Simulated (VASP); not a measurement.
# GaN (F-43m) in VASP: a series of runs

GaN is run at these levels: LDA, r2SCAN; tasks: single point.

Program: VASP 6.6.1. These are calculated values, not measurements. Logs are shortened: lines on timing, memory, paths and dates and some standing lists are left out, and cuts for length are marked.

## (1) The cell of the first run

It takes space group F-43m (No. 216, cubic). Conventional cell: a = 4.498 Å, b = 4.498 Å, c = 4.498 Å, α = 90.00°, β = 90.00°, γ = 90.00°. Ga (site symmetry -43m) has 4 N at 1.95 Å within 2.6 Å. N (site symmetry -43m) has 4 Ga at 1.95 Å within 2.6 Å.

## (2) Single point, LDA

Input file INCAR:

```
SYSTEM = GaN
PREC     = Accurate       ! precision mode
ENCUT    = 1330           ! plane-wave cutoff, eV
EDIFF    = 1E-6           ! SCF threshold, eV
ISMEAR   = 0              ! smearing method
SIGMA    = 0.01           ! smearing width, eV
LREAL    = .False.        ! projectors in reciprocal space
LASPH    = .True.         ! aspherical terms in the spheres
NELM     = 120            ! most SCF steps
ALGO     = Normal         ! electronic algorithm
ISIF     = 2              ! what is computed and relaxed
LWAVE    = .False.        ! write WAVECAR
LCHARG   = .True.         ! write CHGCAR
LELF     = .True.         ! ELF
LVHAR    = .True.       
NBANDS   = 16             ! bands
GGA_COMPAT= .False.
```

Input file KPOINTS:

```
Automatic mesh
0
Gamma
  10 10 10
  0 0 0
```

Input file POSCAR:

```
GaN
1.0
    0.0000000000      2.2489526325      2.2489526325
    2.2489526325      0.0000000000      2.2489526325
    2.2489526325      2.2489526325      0.0000000000
Ga N
1 1
Direct
    0.0000000000      0.0000000000      0.0000000000
    0.7500000000      0.7500000000      0.7500000000
```

Potentials or basis: VASP PAW LDA potentials, release 64 (Ga_d, N_h).

Started as:

```
> cat potpaw_LDA.64/Ga_d/POTCAR potpaw_LDA.64/N_h/POTCAR > POTCAR
> mpirun -np 1 vasp_std > vasp.out
```

OUTCAR:

```text
SYSTEM = GaN
   PREC = Accurate
   ENCUT = 1330
   EDIFF = 1E-6
   ISMEAR = 0
   LREAL = .False.
   LASPH = .True.
   NELM = 120
   ISIF = 2

 ion  position               nearest neighbor table
   1  0.000  0.000  0.000-   2 1.95   2 1.95   2 1.95   2 1.95
   2  0.750  0.750  0.750-   1 1.95   1 1.95   1 1.95   1 1.95

  LATTYP: Found a face centered cubic cell.
 ALAT       =     4.4979052650

  Lattice vectors:

 A1 = (   0.0000000000,   2.2489526325,   2.2489526325)
 A2 = (   2.2489526325,   0.0000000000,   2.2489526325)
 A3 = (   2.2489526325,   2.2489526325,   0.0000000000)

Analysis of symmetry for initial positions (statically):
=====================================================================
 Subroutine PRICEL returns:
 Original cell was already a primitive cell.

 Routine SETGRP: Setting up the symmetry group for a
 face centered cubic supercell.

 Subroutine GETGRP returns: Found 24 space group operations
 (whereof 24 operations were pure point group operations)
 out of a pool of 48 trial point group operations.

The static configuration has the point symmetry T_d .

Analysis of symmetry for dynamics (positions and initial velocities):
=====================================================================
 Subroutine PRICEL returns:
 Original cell was already a primitive cell.

 Routine SETGRP: Setting up the symmetry group for a
 face centered cubic supercell.

 Subroutine GETGRP returns: Found 24 space group operations
 (whereof 24 operations were pure point group operations)
 out of a pool of 48 trial point group operations.

The dynamic configuration has the point symmetry T_d .

 Subroutine INISYM returns: Found 24 space group operations
 (whereof 24 operations are pure point group operations),
 and found     1 'primitive' translations

----------------------------------------------------------------------------------------

                                     Primitive cell

  volume of cell :      22.7495

  direct lattice vectors                    reciprocal lattice vectors
     0.000000000  2.248952632  2.248952632    -0.222325714  0.222325714  0.222325714
     2.248952632  0.000000000  2.248952632     0.222325714 -0.222325714  0.222325714
     2.248952632  2.248952632  0.000000000     0.222325714  0.222325714 -0.222325714

  length of vectors
     3.180499314  3.180499314  3.180499314     0.385079433  0.385079433  0.385079433

  position of ions in fractional coordinates (direct lattice)
     0.000000000  0.000000000  0.000000000
     0.750000000  0.750000000  0.750000000

  ion indices of the primitive-cell ions
   primitive index   ion index
                 1           1
                 2           2

----------------------------------------------------------------------------------------

 KPOINTS: Automatic mesh

Automatic generation of k-mesh.
 Grid dimensions read from file:
 generate k-points for:   10   10   10

 Generating k-lattice:

  Cartesian coordinates                     Fractional coordinates (reciprocal lattice)
    -0.022232571  0.022232571  0.022232571     0.100000000  0.000000000  0.000000000
     0.022232571 -0.022232571  0.022232571     0.000000000  0.100000000  0.000000000
     0.022232571  0.022232571 -0.022232571     0.000000000  0.000000000  0.100000000

  Length of vectors
     0.038507943  0.038507943  0.038507943

  Shift w.r.t. Gamma in fractional coordinates (k-lattice)
     0.000000000  0.000000000  0.000000000

 Subroutine IBZKPT returns following result:
 ===========================================

 Found     47 irreducible k-points:

 Following reciprocal coordinates:
            Coordinates               Weight
  0.000000  0.000000  0.000000      1.000000
  0.100000  0.000000  0.000000      8.000000
  0.200000  0.000000  0.000000      8.000000
  0.300000  0.000000  0.000000      8.000000
  0.400000  0.000000  0.000000      8.000000
  0.500000  0.000000  0.000000      4.000000
[... 16 lines left out ...]
  0.300000  0.300000  0.000000      6.000000
  0.400000  0.300000  0.000000     24.000000
 [... further k-points ...]
   k-points           NKPTS =     47   k-points in BZ     NKDIM =     47   number of bands    NBANDS=     16
   number of dos      NEDOS =    301   number of ions     NIONS =      2
   total plane-waves  NPLWV =  64000
   dimension x,y,z NGX =    40 NGY =   40 NGZ =   40
   dimension x,y,z NGXF=    80 NGYF=   80 NGZF=   80
   ions per type =               1   1
   NGX,Y,Z   is equivalent  to a cutoff of  20.91, 20.91, 20.91 a.u.
   NGXF,Y,Z  is equivalent  to a cutoff of  41.82, 41.82, 41.82 a.u.
 SYSTEM =  GaN
   PREC   = accura    normal or accurate (medium, high low for compatibility)
   ISTART =      0    job   : 0-new  1-cont  2-samecut
   ICHARG =      2    charge: 1-file 2-atom 10-const
   ISPIN  =      1    spin polarized calculation?
   LNONCOLLINEAR =      F non collinear calculations
   LSORBIT =      F    spin-orbit coupling
   LASPH  =      T    aspherical Exc in radial PAW
   ENCUT  = 1330.0 eV  97.75 Ry    9.89 a.u.   9.46  9.46  9.46*2*pi/ulx,y,z
   NELM   =    120;   NELMIN=  2; NELMDL= -5     # of ELM steps
   EDIFF  = 0.1E-05   stopping-criterion for ELM
   LREAL  =      F    real-space projection
   EDIFFG = 0.1E-04   stopping-criterion for IOM
   NSW    =      0    number of steps for IOM
   IBRION =     -1    ionic relax: 0-MD 1-quasi-New 2-CG
   NFREE  =      0    steps in history (QN), initial steepest desc. (CG)
   ISIF   =      2    stress and relaxation
   ISYM   =      2    0-nonsym 1-usesym 2-fastsym
   POTIM  = 0.5000    time-step for ionic-motion
   TEBEG  =    0.0;   TEEND  =   0.0 temperature during run
   PSTRESS=    0.0 pullay stress
   NELECT =      18.0000    total number of electrons
   NUPDOWN=      -1.0000    fix difference up-down
   EMIN   =  10.00;   EMAX   =-10.00  energy-range for DOS
   EFERMI =   0.00;   METHOD = LEGACY
   ISMEAR =     0;   SIGMA  =   0.01  broadening in eV -4-tet -1-fermi 0-gaus
   EFERMI_NEDOS =   21; number of points for ismear=-14 and -15
   IALGO  =     38    algorithm
   IMIX   =      4    mixing-type and parameters
     AMIX     =   0.40;   BMIX     =  1.00
     AMIX_MAG =   1.60;   BMIX_MAG =  1.00
  volume/ion in A,a.u.               =      11.37        76.76
  Fermi-wavevector in a.u.,A,eV,Ry     =   1.514173  2.861371 31.194328  2.292718
  Thomas-Fermi vector in A             =   2.623866
   LORBIT       =      0    0 simple, 1 ext, 2 COOP (PROOUT), +10 PAW based schemes
   GGA     = CA    functional components
   LHFCALC =     F    Hartree Fock is set to
   AEXX    =    0.0000 exact exchange contribution
   IVDW    =     0    specifies the selected vdW correction
   LEPSILON=     F    determine dielectric tensor
   LRPA    =     F    only Hartree local field effects (RPA)
 non-spin polarized calculation
 Gauss-broadening in eV      SIGMA  =   0.01
  energy-cutoff  :     1330.00
  volume of cell :       22.75
 maximum number of plane-waves:      2533
 NGX is ok and might be reduce to    40
   NGX = 19   NGY = 19   NGZ = 19

 number of electron      17.9999999 magnetization

 Free energy of the ion-electron system (eV)
  ---------------------------------------------------
  ext. energy  EPLUGINS =         0.00000000
  ---------------------------------------------------
  free energy    TOTEN  =       -13.94048997 eV

  energy without entropy =      -13.94048997  energy(sigma->0) =      -13.94048997

 E-fermi :   5.5163     XC(G=0): -12.1655

 val. band max:        5.4078682806   @ k =   0.0000   0.0000   0.0000
 cond. band min:       7.1966605696   @ k =   0.0000   0.0000   0.0000
 fundamental gap:      1.7887922890
 Fermi energy:         5.5163001893

 k-point     1 :       0.0000    0.0000    0.0000
  band No.  band energies     occupation
      1     -10.4464      2.00000
      2      -8.1510      2.00000
      3      -8.1510      2.00000
      4      -8.1510      2.00000
      5      -7.8268      2.00000
      6      -7.8268      2.00000
[... 8 lines left out ...]
     15      24.1365      0.00000
     16      24.1365      0.00000

 k-point     2 :       0.1000    0.0000    0.0000
  band No.  band energies     occupation
      1     -10.3337      2.00000
      2      -8.1371      2.00000
      3      -8.1371      2.00000
      4      -8.1106      2.00000
      5      -7.8282      2.00000
      6      -7.8282      2.00000
[... 8 lines left out ...]
     15      22.8746      0.00000
     16      22.8746      0.00000

 k-point     3 :       0.2000    0.0000    0.0000
  band No.  band energies     occupation
      1     -10.0540      2.00000
      2      -8.1051      2.00000
      3      -8.1051      2.00000
      4      -7.9370      2.00000
      5      -7.8270      2.00000
      6      -7.8270      2.00000
[... 8 lines left out ...]
     15      22.1080      0.00000
     16      22.1080      0.00000

 k-point     4 :       0.3000    0.0000    0.0000
  band No.  band energies     occupation
      1      -9.7707      2.00000
      2      -8.0768      2.00000
      3      -8.0768      2.00000
      4      -7.8132      2.00000
      5      -7.8132      2.00000
      6      -7.5050      2.00000
[... 8 lines left out ...]
     15      22.5804      0.00000
     16      22.5804      0.00000
[... 324 lines left out ...]
 k-point    22 :      -0.2000    0.2000    0.0000
  band No.  band energies     occupation
      1      -9.6843      2.00000
      2      -8.0609      2.00000
      3      -8.0451      2.00000
      4      -7.8499      2.00000
      5      -7.8388      2.00000
      6      -7.3170      2.00000
[... 8 lines left out ...]
     15      22.6108      0.00000
     16      25.8470      0.00000

 k-point    23 :       0.3000    0.3000    0.0000
  band No.  band energies     occupation
      1      -9.6044      2.00000
      2      -8.0025      2.00000
      3      -7.9580      2.00000
      4      -7.9580      2.00000
      5      -7.7754      2.00000
      6      -7.2914      2.00000
[... 8 lines left out ...]
     15      27.4416      0.00000
     16      27.8250      0.00000

 k-point    24 :       0.4000    0.3000    0.0000
  band No.  band energies     occupation
      1      -9.5047      2.00000
      2      -8.0218      2.00000
      3      -7.9235      2.00000
      4      -7.9227      2.00000
      5      -7.7650      2.00000
      6      -6.7925      2.00000
[... 8 lines left out ...]
     15      27.6744      0.00000
     16      27.7981      0.00000

 [... further k-points ...]

------------------------ aborting loop because EDIFF is reached ----------------------------------------

  FORCE on cell =-STRESS in cart. coord.  units (eV):
  Direction    XX          YY          ZZ          XY          YZ          ZX
  --------------------------------------------------------------------------------------
  -------------------------------------------------------------------------------------
  Total       -0.6452333     -0.6452333     -0.6452333      0.0000000      0.0000000      0.0000000
  in kB      -45.4418946    -45.4418946    -45.4418946      0.0000000      0.0000000      0.0000000
  external PRESSURE =     -45.4418946 kB  Pullay stress =       0.0000000 kB

 VOLUME and BASIS-vectors are now :
 -----------------------------------------------------------------------------
  energy-cutoff  :     1330.00
  volume of cell :       22.75
      direct lattice vectors                 reciprocal lattice vectors
     0.000000000  2.248952632  2.248952632    -0.222325714  0.222325714  0.222325714
     2.248952632  0.000000000  2.248952632     0.222325714 -0.222325714  0.222325714
     2.248952632  2.248952632  0.000000000     0.222325714  0.222325714 -0.222325714

 POSITION                                       TOTAL-FORCE (eV/Angst)
 -----------------------------------------------------------------------------------
      0.00000      0.00000      0.00000        -0.000000     -0.000000     -0.000000
      3.37343      3.37343      3.37343         0.000000      0.000000      0.000000
 -----------------------------------------------------------------------------------
    total drift:                                0.000000      0.000000      0.000000

  FREE ENERGIE OF THE ION-ELECTRON SYSTEM (eV)
  ---------------------------------------------------
  free  energy   TOTEN  =       -13.9404899697 eV

  energy  without entropy=      -13.9404899697  energy(sigma->0) =      -13.94048997
```

Wall time 54 s (1 thread of AMD EPYC 7R43 (Zen 3), shared host); peak memory 0.21 GiB.

Results:

- Free energy: -13.9405 eV
- Pressure: -4.5 GPa
- Band gap on the k mesh: 1.79 eV

Caveat: the cell stands under tension.

## (3) Single point, LDA

This run uses another cell than the first one, of 11.05 Å³/atom.

Input file INCAR:

```
ALGO     = Normal         # electronic algorithm
EDIFF    = 1E-6           # SCF threshold, eV
ENCUT    = 1330           # plane-wave cutoff, eV
GGA      = CA             # functional
GGA_COMPAT= False        
ISIF     = 2              # what is computed and relaxed
ISMEAR   = -1             # smearing method
LASPH    = True           # aspherical terms in the spheres
LCHARG   = True           # write CHGCAR
LELF     = True           # ELF
LREAL    = False          # projectors in reciprocal space
LVHAR    = True         
LWAVE    = False          # write WAVECAR
NBANDS   = 16             # bands
NELM     = 120            # most SCF steps
PREC     = Accurate       # precision mode
SIGMA    = 0.02           # smearing width, eV
```

Input file KPOINTS:

```
k-points
0
Gamma
  8 8 8
```

Input file POSCAR:

```
GaN
1.0
    0.0000000000      2.2276639323      2.2276639323
    2.2276639323      0.0000000000      2.2276639323
    2.2276639323      2.2276639323      0.0000000000
Ga N
1 1
Direct
    0.0000000000      0.0000000000      0.0000000000
    0.7500000000      0.7500000000      0.7500000000
```

Potentials or basis: VASP PAW LDA potentials, release 64 (Ga_d, N_h).

Started as:

```
> cat potpaw_LDA.64/Ga_d/POTCAR potpaw_LDA.64/N_h/POTCAR > POTCAR
> mpirun -np 1 vasp_std > vasp.out
```

Run time: 18 s. Hardware: 1 thread of Intel Xeon 6975P-C (Granite Rapids), shared host; peak memory 0.22 GiB.

It converged, with:

```
Free energy            : -13.9468 eV
Pressure               : 1.0 GPa
Band gap on the k mesh : 1.97 eV
```

Levels at points of the mesh, in eV from the valence-band top:
| k point | band 5 | band 6 | band 7 | band 8 | band 9 | band 10 | band 11 | band 12 | band 13 | band 14 |
| --- | --- | --- | --- | --- | --- | --- | --- | --- | --- | --- |
| (0.00, 0.00, 0.00) | -13.24 | -13.24 | 0.00 | 0.00 | 0.00 | 1.97 | 10.33 | 10.33 | 10.33 | 17.77 |
| (0.50, 0.00, 0.00) | -13.18 | -11.86 | -7.35 | -1.02 | -1.02 | 4.78 | 8.77 | 10.38 | 10.38 | 15.69 |
| (0.50, 0.50, 0.00) | -13.15 | -11.38 | -6.35 | -2.86 | -2.86 | 3.26 | 6.69 | 11.75 | 14.12 | 14.12 |

## (4) Single point, r2SCAN

Input file POSCAR:

```
GaN
1.0
    0.0000000000      2.2489526325      2.2489526325
    2.2489526325      0.0000000000      2.2489526325
    2.2489526325      2.2489526325      0.0000000000
Ga N
1 1
Direct
    0.0000000000      0.0000000000      0.0000000000
    0.7500000000      0.7500000000      0.7500000000
```

Input file INCAR.step1:

```
ALGO = Normal ; EDIFF = 1E-5
ENCUT = 1460 ; GGA = PE
GGA_COMPAT = F ; ISMEAR = -1
LASPH = T ; LCHARG = F
LREAL = F ; LWAVE = T
NBANDS = 16 ; NELM = 120
PREC = Accurate ; SIGMA = 0.02
```

Input file INCAR.step2:

```
ALGO = Normal ; EDIFF = 1E-6
ENCUT = 1460 ; GGA_COMPAT = F
ISIF = 2 ; ISMEAR = -1
ISTART = 1 ; LASPH = T
LCHARG = F ; LMIXTAU = T
LREAL = F ; LWAVE = F
METAGGA = R2SCAN ; NBANDS = 16
NELM = 120 ; PREC = Accurate
SIGMA = 0.02
```

KPOINTS is that of step 3.

Potentials or basis: VASP PAW PBE potentials, release 64 (Ga_d, N_h).

Started as:

```
> cat potpaw_PBE.64/Ga_d/POTCAR potpaw_PBE.64/N_h/POTCAR > POTCAR
> cp INCAR.step1 INCAR
> mpirun -np 1 vasp_std > vasp.out
> cp INCAR.step2 INCAR
> mpirun -np 1 vasp_std > vasp.out
```

It took 2.3 min on 1 thread of Intel Xeon Platinum 8259CL at 2.50GHz (Skylake/Cascade Lake), shared host; peak memory 0.29 GiB.

Results (log left out):

- Free energy: -21.8999 eV
- Pressure: 1.1 GPa
- Band gap on the k mesh: 2.16 eV

Levels at points of the mesh, in eV from the valence-band top:
| k point | band 6 | band 7 | band 8 | band 9 | band 10 | band 11 | band 12 | band 13 |
| --- | --- | --- | --- | --- | --- | --- | --- | --- |
| (0.00, 0.00, 0.00) | -13.48 | 0.00 | 0.00 | 0.00 | 2.16 | 11.05 | 11.05 | 11.05 |
| (0.50, 0.00, 0.00) | -12.35 | -7.19 | -1.00 | -1.00 | 5.21 | 9.47 | 11.03 | 11.03 |
| (0.50, 0.50, 0.00) | -11.97 | -6.24 | -2.80 | -2.80 | 3.77 | 7.28 | 12.62 | 15.01 |

Caveat: the PAW data sets were made with another functional, which shifts forces and pressure a little.

## (5) The runs side by side

```tsv
level	potentials or basis	cell	k mesh	cutoff (eV)	smearing	gap on the mesh (eV)	pressure (GPa)
LDA	VASP PAW LDA potentials, release 64 (Ga_d, N_h)	a = 3.180 Å, angles 60.0°, 2 atoms	10 × 10 × 10	1330	gaussian 0.01 eV	1.79	-4.5
LDA	VASP PAW LDA potentials, release 64 (Ga_d, N_h)	a = 3.150 Å, angles 60.0°, 2 atoms	8 × 8 × 8	1330	fermi-dirac 0.02 eV	1.97	1.0
r2SCAN	VASP PAW PBE potentials, release 64 (Ga_d, N_h)	a = 3.180 Å, angles 60.0°, 2 atoms	8 × 8 × 8	1460	fermi-dirac 0.02 eV	2.16	1.1
```

Alike in all rows: task single point; no spin polarisation.

Caveats: the cell stands under tension (at least some runs); the PAW data sets were made with another functional, which shifts forces and pressure a little (at least some runs).

Absolute energies hang on the potentials; compare differences alone.
